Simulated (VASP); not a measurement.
Crystal: NaF.

```
Na F
1.0
     0.00000    2.57709    2.57709
     2.57709    0.00000    2.57709
     2.57709    2.57709    0.00000
Na F
1 1
Direct
  0.00000 0.00000 0.00000
  0.25000 0.25000 0.25000
```

```yaml
Program: VASP 6.6.1
Task: relaxation of cell and atoms
Functional: LDA
Potentials_or_basis: VASP PAW LDA potentials, release 64 (Na_pv, F)
Cutoff: 600 eV
k_mesh: 8 × 8 × 8
Occupations: fermi-dirac, width 0.02 eV
Spin: no spin polarisation
```

At the start: pressure -3.8 GPa; volume 17.12 Å³/atom.

Q: How do energy, volume and symmetry change on relaxing?

A: Over 4 steps the energy falls by 25.4 meV/atom and the volume is 15.21 Å³/atom (-11.2 %); space group F-43m (No. 216, to 0.1 Å) before and after.

The path:
```tsv
step	energy change (eV)	largest force (eV/Å)	pressure (GPa)	volume (Å³)
1	0.0000	0.0000	-3.81	34.23
2	-0.0376	0.0000	-2.20	32.25
3	-0.0508	0.0000	-0.12	30.50
4	-0.0508	0.0000	0.05	30.41
```

Final structure:
```cif
data_structure
_symmetry_space_group_name_H-M 'P 1'
_symmetry_Int_Tables_number 1
_cell_length_a 3.5036
_cell_length_b 3.5036
_cell_length_c 3.5036
_cell_angle_alpha 60.000
_cell_angle_beta 60.000
_cell_angle_gamma 60.000
_cell_volume 30.41
loop_
_atom_site_label
_atom_site_type_symbol
_atom_site_fract_x
_atom_site_fract_y
_atom_site_fract_z
_atom_site_occupancy
Na1 Na 0.00000 0.00000 0.00000 1
F1 F 0.25000 0.25000 0.25000 1
```
